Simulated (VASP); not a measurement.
A run of VASP 6.6.1 is set up as follows.

INCAR

```
ALGO = Normal
EDIFF = 1E-6
ENCUT = 520
GGA = PS
ISIF = 2
ISMEAR = -1
LASPH = True
LCHARG = False
LREAL = False
LWAVE = False
NBANDS = 14
NELM = 80
PREC = Accurate
SIGMA = 0.08
```

Contents of KPOINTS:

```
k-points
0
Gamma
  14 14 8
```

Contents of POSCAR:

```
Na
1.0
    3.2370385659      0.0000000000      0.0000000000
   -1.6185192830      2.8033576311      0.0000000000
    0.0000000000      0.0000000000      5.2960726822
Na
2
Direct
    0.3333333333      0.6666666667      0.2500000000
    0.6666666667      0.3333333333      0.7500000000
```

Potentials or basis: VASP PAW PBE potentials, release 64 (Na_pv).

Command:

```console
$ cat potpaw_PBE.64/Na_pv/POTCAR > POTCAR
$ mpirun -np 1 vasp_std > vasp.out
```

(1) Predict the band gap on the k mesh.

(2) Estimate the pressure.

## Answers

(1) zero (bands 7 and 8 overlap by 5.23 eV).

(2) 6.9 GPa.

Caveat: the cell stands under pressure; the PAW data sets were made with another functional, which shifts forces and pressure a little.
